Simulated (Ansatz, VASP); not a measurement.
## Co: VASP beside Ansatz

The input INCAR:

```
PREC = Accurate
ENCUT = 600
EDIFF = 1E-7
ISMEAR = 0
SIGMA = 0.1
LREAL = F
LASPH = T
NELM = 100
ALGO = Fast
ISIF = 3
LWAVE = F
LCHARG = F
GGA = PE
IBRION = 2
NSW = 100
EDIFFG = -0.01
```

KPOINTS

```
Automatic mesh
0
Gamma
  28 28 28
```

POSCAR

```
Co
1.0
   -1.3817566201      1.3817566201      1.3817566201
    1.3817566201     -1.3817566201      1.3817566201
    1.3817566201      1.3817566201     -1.3817566201
Co
1
Direct
    0.0000000000      0.0000000000      0.0000000000
```

Input for Ansatz:

```yaml
crystal:
  lattice:
    - [-1.3817566201, 1.3817566201, 1.3817566201]
    - [1.3817566201, -1.3817566201, 1.3817566201]
    - [1.3817566201, 1.3817566201, -1.3817566201]
  atoms:
    - { symbol: Co, position: [0.0, 0.0, 0.0] }
basis:
  ecutwfc: 420
kpoints:
  mp_grid: { grid: [28, 28, 28] }
hamiltonian:
  xc: pbe
scf:
  occupations: { method: gaussian, width: 0.1 }
output:
  forces: true
  stress: true
  eigenvalues: true
relax:
  adjacent_minimum: "off"
  f_tol: 0.01
  max_steps: 80
  cell: { stress_tol: 0.05 }
```

Alike in both runs: task relaxation of cell and atoms; functional PBE; k mesh 28 × 28 × 28; occupations gaussian, width 0.1 eV; no spin polarisation.

```csv
,VASP,Ansatz
version,VASP 6.6.1,Ansatz 0.2.0
potentials or method,"VASP PAW PBE potentials, release 64 (Co), cutoff 600 eV","scalar-relativistic, plane waves, PAW"
valence electrons in the cell,9,17
```

Ansatz gave:

- gap on the k mesh at the Fermi level, each at its own relaxed structure (eV): none
- relaxed volume (Å³/atom): 10.54
- relaxed length of the cell vector where the two differ most in proportion (Å): 2.392

Task: Which values does VASP return?

Result: gap on the k mesh at the Fermi level, each at its own relaxed structure (eV): none; relaxed volume (Å³/atom): 10.50; relaxed length of the cell vector where the two differ most in proportion (Å): 2.389.

A gap of «none» marks a metal or a gap that the smearing closes. VASP's potentials hold 9 valence electrons a cell and Ansatz's 17, so a difference there can come from the potentials and not from the codes.
